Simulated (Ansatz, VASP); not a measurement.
# B2W2S in VASP and in Ansatz

```
S B W
1.0
     5.98115    0.00000    0.00000
     0.00000    5.98115    0.00000
     0.00000    0.00000    3.26658
S B W
2 4 4
Cartesian
  0.0000 0.0000 0.0000
  2.9906 2.9906 0.0000
  2.3773 5.3678 0.0000
  0.6133 2.3773 0.0000
  3.6039 0.6133 0.0000
  5.3678 3.6039 0.0000
  1.0890 4.0796 1.6333
  1.9016 1.0890 1.6333
  4.8921 1.9016 1.6333
  4.0796 4.8921 1.6333
```

Alike in both runs: functional PBEsol; k mesh 5 × 5 × 8; no spin polarisation.

Ansatz relaxed the structure, and its values are those at the end. VASP's run is a single point on that final structure, the one shown.

|  | VASP | Ansatz |
| --- | --- | --- |
| version | VASP 6.6.1 | Ansatz 0.2.0 |
| potentials or method | VASP PAW PBE potentials, release 64 (S, B, W_sv), cutoff 520 eV | PAW plane waves |
| occupations | fermi-dirac, width 0.1 eV | fermi-dirac |
| valence electrons in the cell | 80 | 80 |

VASP gave:

| Quantity | Value |
| --- | --- |
| pressure (GPa) | -19.1 |
| rms of the force components (eV/Å) | 0.003 |

**Question.** What did Ansatz give for the same quantities?

**Answer.** Pressure (GPa): -19.7; rms of the force components (eV/Å): 0.002.

VASP's potentials were made for PBE, not for PBEsol. Ansatz's warnings: stress scf threshold loose.

Neither program's run includes spin-orbit coupling.
